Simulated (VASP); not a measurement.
The system is Sc.

```
CELL_PARAMETERS angstrom
3.30900 0.00000 0.00000
-1.65450 2.86568 0.00000
0.00000 0.00000 5.27330
ATOMIC_POSITIONS crystal
Sc 0.33333 0.66667 0.25000
Sc 0.66667 0.33333 0.75000
```

- Program: VASP 6.6.1
- Task: relaxation of cell and atoms
- Functional: RPBE
- Potentials or basis: VASP PAW PBE potentials, release 64 (Sc_sv)
- Cutoff: 600 eV
- k mesh: 8 × 8 × 4
- Occupations: methfessel-paxton, width 0.05 eV
- Spin: no spin polarisation

At the start: pressure 1.2 GPa; volume 25.00 Å³/atom.

How do energy, volume and symmetry change on relaxing?

Over 5 steps the energy falls by 4.0 meV/atom and the volume is 25.55 Å³/atom (+2.2 %); space group P6_3/mmc (No. 194, to 0.1 Å) before and after.

The path:
| step | energy change (eV) | largest force (eV/Å) | pressure (GPa) | volume (Å³) |
| --- | --- | --- | --- | --- |
| 1 | 0.0000 | 0.0000 | 1.23 | 50.00 |
| 2 | -0.0075 | 0.0000 | -0.28 | 51.40 |
| 3 | -0.0075 | 0.0000 | -0.20 | 51.31 |
| 4 | -0.0080 | 0.0000 | -0.04 | 51.15 |
| 5 | -0.0080 | 0.0000 | 0.01 | 51.10 |

Final structure:
```
Sc
1.0
     3.35544    0.00000    0.00000
    -1.67772    2.90589    0.00000
     0.00000    0.00000    5.24123
Sc
2
Cartesian
  0.0000 1.9373 1.3103
  1.6777 0.9686 3.9309
```

Caveat: the PAW data sets were made with another functional, which shifts forces and pressure a little.
